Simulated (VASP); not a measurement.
Write the native input for VASP 6.6.1 that does the following.

| Property | Result |
| --- | --- |
| Task | single point |
| Functional | PBE |
| Potentials or basis | VASP PAW PBE potentials, release 64 (Fe, Cl, Sr_sv) |
| Cutoff | 520 eV |
| k mesh | 5 × 5 × 5 |
| Occupations | fermi-dirac, width 0.1 eV |
| Spin | no spin polarisation |
| Dipole correction | no |
| Further INCAR settings | ALGO = Normal; EDIFF = 1e-06; NBANDS = 26 |

The structure of Sr2FeCl lies in POSCAR:

```
Sr2FeCl
1.0
    2.0022302633      3.4679645445      0.0000001649
   -2.0022302633      3.4679645445      0.0000001649
    0.0000000000     -2.3119767542      8.2270476572
Fe Cl Sr
1 1 2
Direct
    0.5000000000      0.5000000000      0.5000000000
    0.0000000000      0.0000000000      0.0000000000
    0.2441055157      0.2441055157      0.7323165471
    0.7558944843      0.7558944843      0.2676834529
```

The input as run:

INCAR

```
ALGO = Normal ; EDIFF = 1E-6
ENCUT = 520 ; GGA = PE
ISIF = 2 ; ISMEAR = -1
LASPH = True ; LCHARG = False
LREAL = False ; LWAVE = False
NBANDS = 26 ; NELM = 80
PREC = Accurate ; SIGMA = 0.1
```

KPOINTS

```
k-points
0
Gamma
  5 5 5
```

Potentials or basis: VASP PAW PBE potentials, release 64 (Fe, Cl, Sr_sv).

The run is started by

```console
$ cat potpaw_PBE.64/Fe/POTCAR potpaw_PBE.64/Cl/POTCAR potpaw_PBE.64/Sr_sv/POTCAR > POTCAR
$ mpirun -np 1 vasp_std > vasp.out
```

Results of the run:

```json
{"Pressure": "0.1 GPa", "Largest force": "0.008 eV/Å"}
```

Caveat: the k points lie up to 0.37 Å⁻¹ apart; an odd number of electrons without spin polarisation forces a metal; a magnetic or distorted state may lie lower; the run has no spin polarisation, though such a crystal can be magnetic.

Run time: 38 s on 1 thread of Intel(R) Xeon(R) 6975P-C (Granite Rapids), on a shared host, peak memory 0.26 GiB.
